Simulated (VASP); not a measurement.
# TiO2 in VASP: notebook, part 2 of 2

VASP 6.6.1.

**3. Single point, PBE+U**

This run uses another cell than the first one, of 11.12 Å³/atom.

INCAR

```
ALGO = Normal ; EDIFF = 1E-6
ENCUT = 520 ; GGA = PE
ISIF = 2 ; ISMEAR = 0
LASPH = T ; LCHARG = F
LDAU = T ; LDAUJ = 0 0
LDAUL = 2 -1 ; LDAUPRINT = 1
LDAUTYPE = 2 ; LDAUU = 4 0
LMAXMIX = 4 ; LREAL = F
LWAVE = F ; NBANDS = 33
NELM = 150 ; PREC = Accurate
SIGMA = 0.05
```

KPOINTS

```
k-points
0
Gamma
  6 6 6
```

POSCAR

```
TiO2
1.0
    2.6403699524     -2.6404433249     -0.0197025433
    2.6403699524      2.6404433249     -0.0197025433
   -2.6045504488      0.0000000000      4.8027412153
Ti O
2 4
Direct
    0.1250069486      0.8749930514      0.2500000000
    0.8749930514      0.1250069486      0.7500000000
    0.3302226688      0.0802459441      0.6604550595
    0.6697773312      0.9197540559      0.3395449405
    0.9197540559      0.6697773312      0.8395449405
    0.0802459441      0.3302226688      0.1604550595
```

Potentials or basis: VASP PAW PBE potentials, release 64 (Ti_sv, O).

On the command line:

```bash
cat potpaw_PBE.64/Ti_sv/POTCAR potpaw_PBE.64/O/POTCAR > POTCAR
mpirun -np 1 vasp_std > vasp.out
```

It took 2.5 min on 1 thread of Intel Xeon Platinum 8259CL at 2.50GHz (Skylake/Cascade Lake), shared host; peak memory 0.25 GiB.

The run converged. Its results:

```yaml
Free_energy: -48.1551 eV
Pressure: 20.5 GPa
Largest_force: 0.562 eV/Å
Band_gap_on_the_k_mesh: 2.92 eV (least direct gap 3.16 eV)
```

Forces in eV/Å, atoms in the order of the input:
```
Ti   0.000  0.000  0.000
Ti   0.000  0.000  0.000
O    0.004  0.000  0.562
O   -0.004  0.000 -0.562
O   -0.004  0.000 -0.562
O    0.004  0.000  0.562
```

Levels at points of the mesh, in eV from the valence-band top:
| k point | band 21 | band 22 | band 23 | band 24 | band 25 | band 26 | band 27 | band 28 |
| --- | --- | --- | --- | --- | --- | --- | --- | --- |
| (0.00, 0.00, 0.00) | -0.64 | -0.64 | -0.37 | -0.37 | 2.92 | 3.69 | 4.86 | 4.86 |
| (0.50, 0.00, 0.00) | -1.82 | -0.87 | -0.72 | -0.61 | 4.05 | 4.26 | 4.38 | 4.41 |
| (0.50, 0.50, 0.00) | -1.94 | -1.94 | 0.00 | 0.00 | 4.07 | 4.07 | 4.53 | 4.53 |
| (0.00, 0.00, 0.50) | -1.16 | -1.16 | -0.01 | -0.01 | 3.29 | 3.29 | 4.65 | 4.65 |
| (0.50, 0.00, 0.50) | -1.82 | -0.87 | -0.72 | -0.61 | 4.05 | 4.26 | 4.38 | 4.41 |
| (0.50, 0.50, 0.50) | -1.94 | -1.94 | 0.00 | 0.00 | 4.07 | 4.07 | 4.53 | 4.53 |

Eigenvalues of the final occupation matrices:
| site | spin | trace | eigenvalues |
| --- | --- | --- | --- |
| site 1 d | 1 | 0.84 | 0.11 0.11 0.11 0.26 0.26 |
| site 1 d | 2 | 0.84 | 0.11 0.11 0.11 0.26 0.26 |
| site 2 d | 1 | 0.84 | 0.11 0.11 0.11 0.26 0.26 |
| site 2 d | 2 | 0.84 | 0.11 0.11 0.11 0.26 0.26 |

Caveat: the cell stands under pressure.

**4. Single point, PBE+U (atoms shifted along a free coordinate)**

INCAR

```
PREC     = Accurate       # precision mode
ENCUT    = 520            # plane-wave cutoff, eV
EDIFF    = 1E-6           # SCF threshold, eV
ISMEAR   = 0              # smearing method
SIGMA    = 0.05           # smearing width, eV
LREAL    = F              # projectors in reciprocal space
LASPH    = T              # aspherical terms in the spheres
NELM     = 150            # most SCF steps
ALGO     = Normal         # electronic algorithm
ISIF     = 2              # what is computed and relaxed
LWAVE    = F              # write WAVECAR
LCHARG   = F              # write CHGCAR
LMAXMIX  = 4              # l up to which the mixer works
LDAU     = T              # DFT+U
LDAUTYPE = 2            
LDAUL    = 2 -1           # shell
LDAUU    = 4 0            # U, eV
LDAUJ    = 0 0          
LDAUPRINT= 1            
GGA      = PE             # functional
NBANDS   = 33             # bands
```

KPOINTS

```
Automatic mesh
0
Gamma
  6 6 6
```

POSCAR

```
TiO2
1.0
    2.6553285366     -2.6554023247     -0.0198141649
    2.6553285366      2.6554023247     -0.0198141649
   -2.6193061034      0.0000000000      4.8299503602
Ti O
2 4
Direct
    0.1250069486      0.8749930514      0.2500000000
    0.8749930514      0.1250069486      0.7500000000
    0.3394254028      0.0894486781      0.6788605275
    0.6605745972      0.9105513219      0.3211394725
    0.9105513219      0.6605745972      0.8211394725
    0.0894486781      0.3394254028      0.1788605275
```

On the command line:

```bash
cat potpaw_PBE.64/Ti_sv/POTCAR potpaw_PBE.64/O/POTCAR > POTCAR
mpirun -np 1 vasp_std > vasp.out
```

It took 2.4 min on 1 thread of Intel Xeon Platinum 8259CL at 2.50GHz (Skylake/Cascade Lake), shared host; peak memory 0.25 GiB.

Results (log left out):

```yaml
Free_energy: -48.2000 eV
Pressure: 12.1 GPa
Largest_force: 0.838 eV/Å
Band_gap_on_the_k_mesh: 2.47 eV (least direct gap 3.03 eV)
```

Forces on the atoms (eV/Å):
```
Ti   0.000  0.000  0.000
Ti   0.000  0.000  0.000
O   -0.006  0.000 -0.838
O    0.006  0.000  0.838
O    0.006  0.000  0.838
O   -0.006  0.000 -0.838
```

Stress tensor (GPa, compression positive):
```
17.82  0.00 -0.13
 0.00 17.82  0.00
-0.13  0.00  0.69
```

Levels at points of the mesh, in eV from the valence-band top:
| k point | band 20 | band 21 | band 22 | band 23 | band 24 | band 25 | band 26 | band 27 | band 28 | band 29 |
| --- | --- | --- | --- | --- | --- | --- | --- | --- | --- | --- |
| (0.00, 0.00, 0.00) | -1.00 | -0.94 | -0.94 | -0.64 | -0.64 | 2.47 | 3.19 | 3.97 | 3.97 | 4.13 |
| (0.50, 0.00, 0.00) | -2.06 | -2.05 | -1.23 | -1.16 | -0.87 | 3.64 | 3.65 | 3.84 | 4.08 | 4.56 |
| (0.50, 0.50, 0.00) | -2.79 | -2.42 | -2.42 | 0.00 | 0.00 | 3.77 | 3.77 | 4.20 | 4.20 | 5.31 |
| (0.00, 0.00, 0.50) | -1.60 | -1.58 | -1.58 | -0.34 | -0.34 | 2.82 | 2.82 | 4.02 | 4.02 | 4.10 |
| (0.50, 0.00, 0.50) | -2.06 | -2.05 | -1.23 | -1.16 | -0.87 | 3.64 | 3.65 | 3.84 | 4.08 | 4.56 |
| (0.50, 0.50, 0.50) | -2.79 | -2.42 | -2.42 | 0.00 | 0.00 | 3.77 | 3.77 | 4.20 | 4.20 | 5.31 |

Eigenvalues of the final occupation matrices:
```csv
site,spin,trace,eigenvalues
site 1 d,1,0.82,0.10 0.10 0.12 0.23 0.27
site 1 d,2,0.82,0.10 0.10 0.12 0.23 0.27
site 2 d,1,0.82,0.10 0.10 0.12 0.23 0.27
site 2 d,2,0.82,0.10 0.10 0.12 0.23 0.27
```

Caveat: the cell differs from its parent crystal (atoms shifted along a free coordinate); the stress differs along the axes, from 1 to 18 GPa. A k mesh can miss the band edges.

**5. Single point, PBE+U (atoms shifted along a free coordinate)**

INCAR

```
SYSTEM = TiO2
  PREC = Accurate
  ENCUT = 520
  EDIFF = 1E-7
  ISMEAR = 0
  SIGMA = 0.05
  LREAL = .FALSE.
  LASPH = .TRUE.
  NELM = 150
  ALGO = Normal
  ISIF = 2
  LWAVE = .FALSE.
  LCHARG = .TRUE.
  LMAXMIX = 4
  LDAU = .TRUE.
  LDAUTYPE = 2
  LDAUL = 2 -1
  LDAUU = 4 0
  LDAUJ = 0 0
  LDAUPRINT = 1
  GGA = PE
  LELF = .TRUE.
  LVHAR = .TRUE.
  NBANDS = 33
```

KPOINTS

```
Automatic mesh
0
G
  6 6 6
  0 0 0
```

POSCAR

```
TiO2
1.0
    2.6553285366     -2.6554023247     -0.0198141649
    2.6553285366      2.6554023247     -0.0198141649
   -2.6193061034      0.0000000000      4.8299503602
Ti O
2 4
Direct
    0.1250069486      0.8749930514      0.2500000000
    0.8749930514      0.1250069486      0.7500000000
    0.3210199348      0.0710432101      0.6420495915
    0.6789800652      0.9289567899      0.3579504085
    0.9289567899      0.6789800652      0.8579504085
    0.0710432101      0.3210199348      0.1420495915
```

On the command line:

```bash
cat potpaw_PBE.64/Ti_sv/POTCAR potpaw_PBE.64/O/POTCAR > POTCAR
mpirun -np 1 vasp_std > vasp.out
```

Run time: 2.7 min. Hardware: 1 thread of Intel Xeon Platinum 8259CL at 2.50GHz (Skylake/Cascade Lake), shared host; peak memory 0.25 GiB.

It converged, with:

```
Free energy            : -47.7982 eV
Pressure               : 23.0 GPa
Largest force          : 2.444 eV/Å
Band gap on the k mesh : 2.91 eV (least direct gap 3.15 eV)
```

Forces in eV/Å, atoms in the order of the input:
```
Ti   0.000  0.000  0.000
Ti   0.000  0.000  0.000
O    0.018  0.000  2.443
O   -0.018  0.000 -2.443
O   -0.018  0.000 -2.443
O    0.018  0.000  2.443
```

Stress tensor (GPa, compression positive):
```
15.43  0.00  0.17
 0.00 15.43  0.00
 0.17  0.00 38.27
```

Levels at points of the mesh, in eV from the valence-band top:
| k point | band 21 | band 22 | band 23 | band 24 | band 25 | band 26 | band 27 | band 28 |
| --- | --- | --- | --- | --- | --- | --- | --- | --- |
| (0.00, 0.00, 0.00) | -0.54 | -0.54 | -0.45 | -0.45 | 2.91 | 3.69 | 5.02 | 5.02 |
| (0.50, 0.00, 0.00) | -1.83 | -0.92 | -0.74 | -0.53 | 3.86 | 4.20 | 4.20 | 4.36 |
| (0.50, 0.50, 0.00) | -1.79 | -1.79 | -0.38 | -0.38 | 3.88 | 3.88 | 4.36 | 4.36 |
| (0.00, 0.00, 0.50) | -1.06 | -1.06 | 0.00 | 0.00 | 3.28 | 3.28 | 4.61 | 4.61 |
| (0.50, 0.00, 0.50) | -1.83 | -0.92 | -0.74 | -0.53 | 3.86 | 4.20 | 4.20 | 4.36 |
| (0.50, 0.50, 0.50) | -1.79 | -1.79 | -0.38 | -0.38 | 3.88 | 3.88 | 4.36 | 4.36 |

Eigenvalues of the final occupation matrices:
```
    site  spin  trace               eigenvalues
site 1 d     1   0.84  0.09 0.11 0.11 0.24 0.28
site 1 d     2   0.84  0.09 0.11 0.11 0.24 0.28
site 2 d     1   0.84  0.09 0.11 0.11 0.24 0.28
site 2 d     2   0.84  0.09 0.11 0.11 0.24 0.28
```

Caveat: the cell differs from its parent crystal (atoms shifted along a free coordinate); the stress differs along the axes, from 15 to 38 GPa; forces of over 1 eV/Å act on the atoms, so gaps and moduli don't describe the material at rest. A k mesh can miss the band edges.

**6. Summary**

```tsv
cell	gap on the mesh (eV)	pressure (GPa)	largest force (eV/Å)
a = 3.917, b = 3.917, c = 5.731 Å, angles 110.0, 110.0, 90.0°, 6 atoms, atomic positions A	2.61	-5.0	1.15
a = 3.734, b = 3.734, c = 5.464 Å, angles 110.0, 110.0, 90.0°, 6 atoms, atomic positions B	2.92	20.5	0.56
a = 3.755, b = 3.755, c = 5.494 Å, angles 110.0, 110.0, 90.0°, 6 atoms, atomic positions C	2.47	12.1	0.84
a = 3.755, b = 3.755, c = 5.494 Å, angles 110.0, 110.0, 90.0°, 6 atoms, atomic positions A	2.91	23.0	2.44
```

Alike in all rows: task single point; level PBE+U; potentials or basis VASP PAW PBE potentials, release 64 (Ti_sv, O); no spin polarisation; Ti d U = 4.0 eV; k mesh 6 × 6 × 6; cutoff (eV) 520; smearing gaussian 0.05 eV.

Caveats: forces of over 1 eV/Å act on the atoms, so gaps and moduli don't describe the material at rest (at least some runs); the stress differs along the axes, from -8 to 1 GPa (at least some runs); the cell stands under pressure (at least some runs); the stress differs along the axes, from 1 to 18 GPa (at least some runs); the stress differs along the axes, from 15 to 38 GPa (at least some runs).

Absolute energies hang on the potentials; compare differences alone.
